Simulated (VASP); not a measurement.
# Al in VASP: notebook

The runs below take Al through single point, relaxation of cell and atoms, with PBE.

Everything below comes from runs of VASP 6.6.1. Logs are shortened: lines on timing, memory, paths and dates and some standing lists are left out, and cuts for length are marked.

## (1) The cell of the first run

The typed cell holds 2 atoms: a = 4.920 Å, b = 2.900 Å, c = 4.919 Å, α = 72.86°, β = 34.28°, γ = 72.86°.

## (2) Single point, PBE

Input file INCAR:

```
SYSTEM = Al
  PREC = Accurate
  ENCUT = 520
  EDIFF = 1E-7
  ISMEAR = 0
  SIGMA = 0.1
  LREAL = .False.
  LASPH = .True.
  NELM = 100
  ALGO = Normal
  ISIF = 2
  LWAVE = .False.
  LCHARG = .True.
  GGA = PE
  LELF = .True.
  LVHAR = .True.
  NBANDS = 10
```

Input file KPOINTS:

```
Automatic mesh
0
Gamma
  6 6 6
  0 0 0
```

Input file POSCAR:

```
Al
1.0
    0.0000000000      4.4718028303      2.0505784845
    2.0501907381      0.0000000000      2.0505784845
    2.0501907381      4.4718028303      0.0000000000
Al
2
Direct
    0.1466911833      0.8533088167      0.1466911833
    0.8533088167      0.1466911833      0.8533088167
```

Potentials or basis: VASP PAW PBE potentials, release 64 (Al).

The run is started by

```sh
$ cat potpaw_PBE.64/Al/POTCAR > POTCAR
$ mpirun -np 1 vasp_std > vasp.out
```

OUTCAR:

```text
SYSTEM = Al
   PREC = Accurate
   ENCUT = 520
   EDIFF = 1E-7
   ISMEAR = 0
   LREAL = .False.
   LASPH = .True.
   NELM = 100
   ISIF = 2
   GGA = PE

 ion  position               nearest neighbor table
   1  0.147  0.853  0.147-   2 2.62   2 2.76   2 2.76   2 2.76   2 2.76
   2  0.853  0.147  0.853-   1 2.62   1 2.76   1 2.76   1 2.76   1 2.76

  LATTYP: Found a face centered orthorhombic cell.
 ALAT       =     4.1003814762
 B/A-ratio  =     1.0001891270
 C/A-ratio  =     2.1811642923

  Lattice vectors:

 A1 = (   0.0000000000,   4.4718028303,   2.0505784845)
 A2 = (  -2.0501907381,   4.4718028303,   0.0000000000)
 A3 = (  -2.0501907381,   0.0000000000,   2.0505784845)

Analysis of symmetry for initial positions (statically):
=====================================================================
 Subroutine PRICEL returns:
 Original cell was already a primitive cell.

 Routine SETGRP: Setting up the symmetry group for a
 face centered orthorhombic supercell.

 Subroutine GETGRP returns: Found  8 space group operations
 (whereof  8 operations were pure point group operations)
 out of a pool of  8 trial point group operations.

The static configuration has the point symmetry D_2h.

Analysis of symmetry for dynamics (positions and initial velocities):
=====================================================================
 Subroutine PRICEL returns:
 Original cell was already a primitive cell.

 Routine SETGRP: Setting up the symmetry group for a
 face centered orthorhombic supercell.

 Subroutine GETGRP returns: Found  8 space group operations
 (whereof  8 operations were pure point group operations)
 out of a pool of  8 trial point group operations.

The dynamic configuration has the point symmetry D_2h.

 Subroutine INISYM returns: Found  8 space group operations
 (whereof  8 operations are pure point group operations),
 and found     1 'primitive' translations

----------------------------------------------------------------------------------------

                                     Primitive cell

  volume of cell :      37.5996

  direct lattice vectors                    reciprocal lattice vectors
     0.000000000  4.471802830  2.050578484    -0.243879748  0.111811728  0.243833632
     2.050190738  0.000000000  2.050578484     0.243879748 -0.111811728  0.243833632
     2.050190738  4.471802830  0.000000000     0.243879748  0.111811728 -0.243833632

  length of vectors
     4.919541917  2.899681738  4.919380308     0.362538321  0.362538321  0.362538321

[... 88 lines left out ...]
   POTIM  = 0.5000    time-step for ionic-motion
   TEBEG  =    0.0;   TEEND  =   0.0 temperature during run
   PSTRESS=    0.0 pullay stress
   NELECT =       6.0000    total number of electrons
   NUPDOWN=      -1.0000    fix difference up-down
   EMIN   =  10.00;   EMAX   =-10.00  energy-range for DOS
   EFERMI =   0.00;   METHOD = LEGACY
   ISMEAR =     0;   SIGMA  =   0.10  broadening in eV -4-tet -1-fermi 0-gaus
   EFERMI_NEDOS =   21; number of points for ismear=-14 and -15
   IALGO  =     38    algorithm
   IMIX   =      4    mixing-type and parameters
     AMIX     =   0.40;   BMIX     =  1.00
     AMIX_MAG =   1.60;   BMIX_MAG =  1.00
  volume/ion in A,a.u.               =      18.80       126.87
  Fermi-wavevector in a.u.,A,eV,Ry     =   0.887968  1.678017 10.728027  0.788488
  Thomas-Fermi vector in A             =   2.009336
   LORBIT       =      0    0 simple, 1 ext, 2 COOP (PROOUT), +10 PAW based schemes
   GGA     = PE    functional components
   LHFCALC =     F    Hartree Fock is set to
   AEXX    =    0.0000 exact exchange contribution
   IVDW    =     0    specifies the selected vdW correction
   LEPSILON=     F    determine dielectric tensor
   LRPA    =     F    only Hartree local field effects (RPA)
 non-spin polarized calculation
 Gauss-broadening in eV      SIGMA  =   0.10
  energy-cutoff  :      520.00
  volume of cell :       37.60
 maximum number of plane-waves:      1052
 NGX is ok and might be reduce to    40

 number of electron       6.0000000 magnetization

 Free energy of the ion-electron system (eV)
  ---------------------------------------------------
  ext. energy  EPLUGINS =         0.00000000
  ---------------------------------------------------
  free energy    TOTEN  =        -7.25638125 eV

  energy without entropy =       -7.25306452  energy(sigma->0) =       -7.25472289

 E-fermi :   6.6120     XC(G=0):  -9.6370

 val. band max:        6.5327565256   @ k =   0.5000   0.5000   0.0000
 cond. band min:       6.8611194638   @ k =   0.3333   0.1667  -0.0000
 fundamental gap:      0.3283629382
 Fermi energy:         6.6119746461

 k-point     1 :       0.0000    0.0000    0.0000
  band No.  band energies     occupation
      1      -3.8396      2.00000
      2       3.3898      2.00000
      3       3.9213      2.00000
      4      13.0594      0.00000
      5      13.0903      0.00000
      6      13.0918      0.00000
      7      15.2421      0.00000
      8      15.2429      0.00000
      9      15.4271      0.00000
     10      16.9941      0.00000
[... 287 lines left out ...]
 k-point    24 :       0.5000    0.3333    0.1667
  band No.  band energies     occupation
      1       0.1570      2.00000
      2       5.0220      2.00000
      3       5.5938      2.00000
      4       6.9550      0.00000
      5       8.7933      0.00000
      6       9.1658      0.00000
      7      10.8133      0.00000
      8      11.6693      0.00000
      9      16.6824      0.00000
     10      17.6367      0.00000

 [... further k-points ...]

------------------------ aborting loop because EDIFF is reached ----------------------------------------

  FORCE on cell =-STRESS in cart. coord.  units (eV):
  Direction    XX          YY          ZZ          XY          YZ          ZX
  --------------------------------------------------------------------------------------
  -------------------------------------------------------------------------------------
  Total        0.0609598     -0.0214021      0.0603104      0.0000000      0.0000000     -0.0000000
  in kB        2.5975908     -0.9119754      2.5699205      0.0000000      0.0000000     -0.0000000
  external PRESSURE =       1.4185120 kB  Pullay stress =       0.0000000 kB

 VOLUME and BASIS-vectors are now :
 -----------------------------------------------------------------------------
  energy-cutoff  :      520.00
  volume of cell :       37.60
      direct lattice vectors                 reciprocal lattice vectors
     0.000000000  4.471802830  2.050578484    -0.243879748  0.111811728  0.243833632
     2.050190738  0.000000000  2.050578484     0.243879748 -0.111811728  0.243833632
     2.050190738  4.471802830  0.000000000     0.243879748  0.111811728 -0.243833632

 POSITION                                       TOTAL-FORCE (eV/Angst)
 -----------------------------------------------------------------------------------
      2.05019      1.31195      2.05058         0.000000      0.021974      0.000000
      2.05019      7.63166      2.05058         0.000000     -0.021974      0.000000
 -----------------------------------------------------------------------------------
    total drift:                               -0.000000      0.000000      0.000000

  FREE ENERGIE OF THE ION-ELECTRON SYSTEM (eV)
  ---------------------------------------------------
  free  energy   TOTEN  =        -7.2563812506 eV

  energy  without entropy=       -7.2530645248  energy(sigma->0) =       -7.25472289
```

stdout:

```text
POSCAR found type information on POSCAR Al
 POSCAR found :  1 types and       2 ions
 scaLAPACK will be used
 LDA part: xc-table for (Slater+PW92), standard interpolation
 POSCAR, INCAR and KPOINTS ok, starting setup
 FFT: planning ... GRIDC
 FFT: planning ... GRID_SOFT
 FFT: planning ... GRID
 WAVECAR not read
 entering main loop
```

Wall time 12 s (1 thread of AMD EPYC 9R45 (Zen 5), shared host); peak memory 0.15 GiB.

Results:

| Item | Value |
| --- | --- |
| Free energy | -7.2564 eV |
| Pressure | 0.1 GPa |
| Largest force | 0.022 eV/Å |
| Band gap on the k mesh | zero (bands 3 and 4 overlap by 6.05 eV) |

Forces in eV/Å, atoms in the order of the input:
```
Al   0.000  0.022  0.000
Al   0.000 -0.022  0.000
```

Stress tensor (GPa, compression positive):
```
 0.26  0.00  0.00
 0.00 -0.09  0.00
 0.00  0.00  0.26
```

Levels at points of the mesh, in eV from the Fermi level:
| k point | band 1 | band 2 | band 3 | band 4 | band 5 | band 6 | band 7 | band 8 |
| --- | --- | --- | --- | --- | --- | --- | --- | --- |
| (0.00, 0.00, 0.00) | -10.45 | -3.22 | -2.69 | 6.45 | 6.48 | 6.48 | 8.63 | 8.63 |
| (0.50, 0.00, 0.00) | -5.99 | -5.57 | -2.40 | -0.94 | 4.78 | 5.38 | 9.53 | 9.97 |
| (0.50, 0.50, 0.00) | -2.47 | -1.61 | -1.57 | -0.08 | 0.60 | 0.95 | 4.41 | 5.31 |
| (0.50, 0.00, 0.50) | -9.38 | -7.52 | 5.10 | 5.40 | 5.58 | 5.71 | 5.71 | 10.31 |
| (0.00, 0.50, 0.50) | -2.47 | -1.61 | -1.57 | -0.08 | 0.60 | 0.95 | 4.41 | 5.31 |

Caveat: the k points lie up to 0.38 Å⁻¹ apart, too coarse for converged energies and pressures of a metal.

## (3) Single point, PBE

This run uses another cell than the first one, of 18.67 Å³/atom.

Input file INCAR:

```
SYSTEM = Al
PREC = Accurate
ENCUT = 520
EDIFF = 1E-6
ISMEAR = 0
SIGMA = 0.1
LREAL = .False.
LASPH = .True.
NELM = 100
ALGO = Fast
ISIF = 2
LWAVE = .False.
LCHARG = .False.
GGA = PE
NBANDS = 10
```

Input file KPOINTS:

```
regular mesh
0
Gamma
  26 26 26
  0 0 0
```

Input file POSCAR:

```
Al
1.0
   -1.4130515973      1.4130515973      4.6756315408
    1.4130515973     -1.4130515973      4.6756315408
    1.4130515973      1.4130515973     -4.6756315408
Al
2
Direct
    0.1432316464      0.1432316464      0.0000000000
    0.8567683536      0.8567683536      0.0000000000
```

Potentials or basis: VASP PAW PBE potentials, release 64 (Al).

The run is started by

```sh
$ cat potpaw_PBE.64/Al/POTCAR > POTCAR
$ mpirun -np 1 vasp_std > vasp.out
```

OUTCAR:

```text
SYSTEM = Al
   PREC = Accurate
   ENCUT = 520
   EDIFF = 1E-6
   ISMEAR = 0
   LREAL = .False.
   LASPH = .True.
   NELM = 100
   ISIF = 2
   GGA = PE

 ion  position               nearest neighbor table
   1  0.143  0.143  0.000-   2 2.68   2 2.83   2 2.83   2 2.83   2 2.83
   2  0.857  0.857  0.000-   1 2.68   1 2.83   1 2.83   1 2.83   1 2.83

  LATTYP: Found a body centered tetragonal cell.
 ALAT       =     2.8261031946
 C/A-ratio  =     3.3088894629

  Lattice vectors:

 A1 = (  -1.4130515973,   1.4130515973,   4.6756315408)
 A2 = (   1.4130515973,  -1.4130515973,   4.6756315408)
 A3 = (   1.4130515973,   1.4130515973,  -4.6756315408)

Analysis of symmetry for initial positions (statically):
=====================================================================
 Subroutine PRICEL returns:
 Original cell was already a primitive cell.

 Routine SETGRP: Setting up the symmetry group for a
 body centered tetragonal supercell.

 Subroutine GETGRP returns: Found 16 space group operations
 (whereof 16 operations were pure point group operations)
 out of a pool of 16 trial point group operations.

[... 173 lines left out ...]
      1      -3.7966      2.00000
      2       3.0143      2.00000
      3       3.1632      2.00000
      4      13.6333      0.00000
      5      14.0266      0.00000
      6      14.0266      0.00000
      7      15.6437      0.00000
      8      15.9546      0.00000
      9      15.9546      0.00000
     10      17.7727      0.00000
[... 287 lines left out ...]
 k-point    24 :       0.3846    0.0385    0.0000
  band No.  band energies     occupation
      1      -0.8227      2.00000
      2       3.1407      2.00000
      3       3.6381      2.00000
      4       6.7965      0.03950
      5       8.8241      0.00000
      6      13.7134      0.00000
      7      15.3268      0.00000
      8      17.6638      0.00000
      9      18.4355      0.00000
     10      19.2541      0.00000

 [... further k-points ...]

------------------------ aborting loop because EDIFF is reached ----------------------------------------

  FORCE on cell =-STRESS in cart. coord.  units (eV):
  Direction    XX          YY          ZZ          XY          YZ          ZX
  --------------------------------------------------------------------------------------
  -------------------------------------------------------------------------------------
  Total       -0.0055778     -0.0055778     -0.0115770      0.0000000      0.0000000      0.0000000
  in kB       -0.2393076     -0.2393076     -0.4966937      0.0000000      0.0000000      0.0000000
  external PRESSURE =      -0.3251030 kB  Pullay stress =       0.0000000 kB

 VOLUME and BASIS-vectors are now :
 -----------------------------------------------------------------------------
  energy-cutoff  :      520.00
  volume of cell :       37.34
      direct lattice vectors                 reciprocal lattice vectors
    -1.413051597  1.413051597  4.675631541     0.000000000  0.353844121  0.106937426
     1.413051597 -1.413051597  4.675631541     0.353844121  0.000000000  0.106937426
     1.413051597  1.413051597 -4.675631541     0.353844121  0.353844121  0.000000000

 POSITION                                       TOTAL-FORCE (eV/Angst)
 -----------------------------------------------------------------------------------
      0.00000      0.00000      1.33940         0.000000      0.000000      0.000466
      0.00000      0.00000      8.01187        -0.000000     -0.000000     -0.000466
 -----------------------------------------------------------------------------------
    total drift:                                0.000000      0.000000      0.000000

  FREE ENERGIE OF THE ION-ELECTRON SYSTEM (eV)
  ---------------------------------------------------
  free  energy   TOTEN  =        -7.1893131842 eV

  energy  without entropy=       -7.1851171772  energy(sigma->0) =       -7.18721518
```

OSZICAR:

```text
N       E                     dE             d eps       ncg     rms          rms(c)
DAV:   1    -0.283939866019E+00   -0.28394E+00   -0.21819E+03 26608   0.462E+02
DAV:   2    -0.708458265618E+01   -0.68006E+01   -0.65399E+01 34946   0.514E+01
DAV:   3    -0.724116417101E+01   -0.15658E+00   -0.15493E+00 35196   0.641E+00
DAV:   4    -0.724209690713E+01   -0.93274E-03   -0.93258E-03 33272   0.529E-01
DAV:   5    -0.724210723744E+01   -0.10330E-04   -0.10330E-04 33262   0.544E-02    0.177E+00
RMM:   6    -0.720301613376E+01    0.39091E-01   -0.95827E-03 27024   0.386E-01    0.104E+00
RMM:   7    -0.719053746445E+01    0.12479E-01   -0.65971E-03 28074   0.400E-01    0.253E-01
RMM:   8    -0.718930535271E+01    0.12321E-02   -0.89066E-04 29202   0.174E-01    0.727E-02
RMM:   9    -0.718931292999E+01   -0.75773E-05   -0.10829E-04 31169   0.672E-02    0.232E-02
RMM:  10    -0.718931383957E+01   -0.90958E-06   -0.18962E-05 30816   0.307E-02    0.849E-03
RMM:  11    -0.718931318420E+01    0.65536E-06   -0.52897E-06 31655   0.145E-02
   1 F= -.71893132E+01 E0= -.71872152E+01  d E =-.419601E-02
```

stdout:

```text
POSCAR found type information on POSCAR Al
 POSCAR found :  1 types and       2 ions
 scaLAPACK will be used
 LDA part: xc-table for (Slater+PW92), standard interpolation
 POSCAR, INCAR and KPOINTS ok, starting setup
 FFT: planning ... GRIDC
 FFT: planning ... GRID_SOFT
 FFT: planning ... GRID
 WAVECAR not read
 entering main loop
```

Wall time 8.6 min (1 thread of AMD EPYC 9R45 (Zen 5), shared host); peak memory 0.52 GiB.

What came out:

```yaml
Free_energy: -7.1893 eV
Pressure: 0.0 GPa
Band_gap_on_the_k_mesh: zero (bands 3 and 4 overlap by 5.36 eV)
```

## (4) Relaxation of cell and atoms, PBE

This run uses another cell than the first one, of the same volume but with other edges.

Input file INCAR:

```
PREC = Accurate
ENCUT = 600
EDIFF = 1E-7
ISMEAR = 0
SIGMA = 0.1
LREAL = F
LASPH = T
NELM = 100
ALGO = Fast
ISIF = 3
LWAVE = F
LCHARG = F
GGA = PE
IBRION = 2
NSW = 100
EDIFFG = -0.01
```

Input file KPOINTS:

```
Automatic mesh
0
Gamma
  26 26 26
```

Input file POSCAR:

```
Al
1.0
   -1.4498408692      1.4498408692      4.4718028303
    1.4498408692     -1.4498408692      4.4718028303
    1.4498408692      1.4498408692     -4.4718028303
Al
2
Direct
    0.1466911833      0.1466911833      0.0000000000
    0.8533088167      0.8533088167      0.0000000000
```

The run is started by

```sh
$ cat potpaw_PBE.64/Al/POTCAR > POTCAR
$ mpirun -np 1 vasp_std > vasp.out
```

Run time: 22 min. Hardware: 1 thread of Intel Xeon 6975P-C (Granite Rapids), shared host; peak memory 0.6 GiB.

It converged, with:

```
Free energy                           : -7.1894 eV
Relaxed volume                        : 18.67 Å³/atom
Relaxed cell                          : a = 5.082 Å, b = 5.082 Å, c = 5.082 Å, α = 147.71°, β = 147.71°, γ = 46.31°
Space group after relaxing (to 0.1 Å) : I4/mmm (No. 139)
Energy gained by relaxing             : 9.2 meV/atom
Ionic steps                           : 7
Pressure after relaxing               : 0.0 GPa
Largest force after relaxing          : 0.008 eV/Å
Band gap on the k mesh                : zero (bands 3 and 4 overlap by 5.37 eV)
```

Forces on the atoms (eV/Å):
```
Al   0.000  0.000 -0.008
Al   0.000  0.000  0.008
```

The path:
```tsv
step	energy change (eV)	largest force (eV/Å)	pressure (GPa)	volume (Å³)
1	0.0000	0.0945	0.46	37.60
2	-0.0063	0.0976	-0.24	37.89
3	-0.0102	0.0861	-1.36	38.40
4	-0.0142	0.0756	-1.02	38.10
5	-0.0179	0.0467	-0.22	37.46
6	-0.0183	0.0239	-0.09	37.38
7	-0.0184	0.0083	0.00	37.33
```

Final structure:
```xyz
2
Lattice="-1.4132 1.4132 4.6728 1.4132 -1.4132 4.6728 1.4132 1.4132 -4.6728" Properties=species:S:1:pos:R:3 pbc="T T T"
Al    0.0000    0.0000    1.3396
Al    0.0000    0.0000    8.0060
```

Levels at points of the mesh, in eV from the Fermi level:
```tsv
k point	band 1	band 2	band 3	band 4	band 5	band 6	band 7
(0.00, 0.00, 0.00)	-10.45	-3.63	-3.48	6.97	7.36	7.36	9.00
(0.50, 0.00, 0.00)	-5.76	-5.40	-2.45	-1.19	4.04	4.74	10.67
(0.50, 0.50, 0.00)	-2.10	-1.30	-0.98	0.31	0.67	1.27	3.96
(0.50, 0.50, 0.50)	-9.48	-7.74	4.07	4.25	6.17	6.66	6.66
```

## (5) Summary

```tsv
task	cell	k mesh	cutoff (eV)	gap on the mesh (eV)	pressure (GPa)	largest force (eV/Å)
single point	a = 4.920, b = 2.900 Å, angles 72.9, 34.3, 72.9°, 2 atoms, atomic positions A	6 × 6 × 6	520	none	0.1	0.02
single point	a = 5.085 Å, angles 147.7, 147.7, 46.3°, 2 atoms, atomic positions B	26 × 26 × 26	520	none	0.0	-
relaxation of cell and atoms	relaxed from a = 4.919 Å, angles 145.7, 145.7, 49.3°, 2 atoms, atomic positions C	26 × 26 × 26	600	none	0.0	0.01
```

Alike in all rows: level PBE; potentials or basis VASP PAW PBE potentials, release 64 (Al); no spin polarisation; smearing gaussian 0.1 eV.

Caveats: some runs use coarse meshes.

Absolute energies hang on the potentials; compare differences alone.

The gap in the log of VASP goes by the Fermi energy; the results here count the filled bands.